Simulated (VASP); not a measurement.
Write the native input for VASP 6.6.1 that does the following.

```yaml
Task: single point
Functional: LDA
Potentials_or_basis: VASP PAW LDA potentials, release 64 (W_sv, C)
Cutoff: 520 eV
k_mesh: 6 × 6 × 1
Occupations: fermi-dirac, width 0.1 eV
Spin: no spin polarisation
Dipole_correction: yes
Further_INCAR_settings: ALGO = Normal; EDIFF = 1e-06; NBANDS = 36; NELMDL = -8
```

The structure of WC lies in POSCAR:

```
WC
1.0
    3.1009234508      0.0000000000      0.0000000000
    1.5504617254      2.6854784836      0.0000000000
    0.0000000000      0.0000000000     20.3297334882
W C
3 3
Direct
    0.0000000000      0.0000000000      0.3443232546
    0.3333333333      0.3333333333      0.4688646509
    0.6666666667      0.6666666667      0.5934060472
    0.6666666667      0.6666666667      0.4065939528
    1.0000000000      0.0000000000      0.5311353491
    0.3333333333      0.3333333333      0.6556767454
```

These files were run (other wordings do the same):

INCAR

```
  PREC = Accurate
  ENCUT = 520
  EDIFF = 1E-6
  ISMEAR = -1
  SIGMA = 0.1
  LREAL = F
  LASPH = T
  NELM = 120
  ALGO = Normal
  ISIF = 2
  LWAVE = F
  LCHARG = F
  LDIPOL = T
  IDIPOL = 3
  DIPOL = 0.5 0.5 0.500
  NBANDS = 36
  GGA_COMPAT = F
  NELMDL = -8
```

KPOINTS

```
Automatic mesh
0
Gamma
  6 6 1
```

Potentials or basis: VASP PAW LDA potentials, release 64 (W_sv, C).

Command:

```sh
$ cat potpaw_LDA.64/W_sv/POTCAR potpaw_LDA.64/C/POTCAR > POTCAR
$ mpirun -np 1 vasp_std > vasp.out
```

Results of the run:

| Item | Value |
| --- | --- |
| Largest force | 3.851 eV/Å |
| Band gap on the k mesh | zero (band 27 reaches 1.11 eV, above the bottom of band 28 at 0.56 eV) |

Caveat: the k points lie up to 0.39 Å⁻¹ apart; spin-orbit coupling is left out, which moves the levels of the heavy elements.

Run time: 40 s on 1 thread of Intel(R) Xeon(R) 6975P-C (Granite Rapids) (shared host), peak memory 0.24 GiB.
